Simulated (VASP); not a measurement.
Runs of VASP 6.6.1 on MoS2. The structure is that of space group P-3m1 (No. 164), or close to it. The cells are those of the table. 

```tsv
cell	gap on the mesh (eV)	pressure (GPa)	largest force (eV/Å)
a = 3.324, b = 3.324, c = 5.950 Å, angles 90.0, 90.0, 120.0°, 3 atoms	none	(b)	0.40
a = 3.227, b = 3.227, c = 6.312 Å, angles 90.0, 90.0, 120.0°, 3 atoms	none	(c)	0.14
a = 3.179, b = 3.179, c = 6.506 Å, angles 90.0, 90.0, 120.0°, 3 atoms	none	-6.4	0.46
a = 3.276, b = 3.276, c = 6.127 Å, angles 90.0, 90.0, 120.0°, 3 atoms	none	(a)	0.14
a = 3.131, b = 3.131, c = 6.709 Å, angles 90.0, 90.0, 120.0°, 3 atoms	none	-7.1	0.82
```

Alike in all rows: task single point; level LDA; potentials or basis VASP PAW LDA potentials, release 64 (Mo_sv, S); no spin polarisation; k mesh 12 × 12 × 6; cutoff (eV) 520; smearing gaussian 0.15 eV.

Task: Estimate the missing entries.

Result: (a) -5.4; (b) -5.2; (c) -5.8.

A k mesh can miss the band edges, and the runs leave out spin-orbit coupling on Mo.

A gap of «none» marks levels without a gap at the run's occupations.
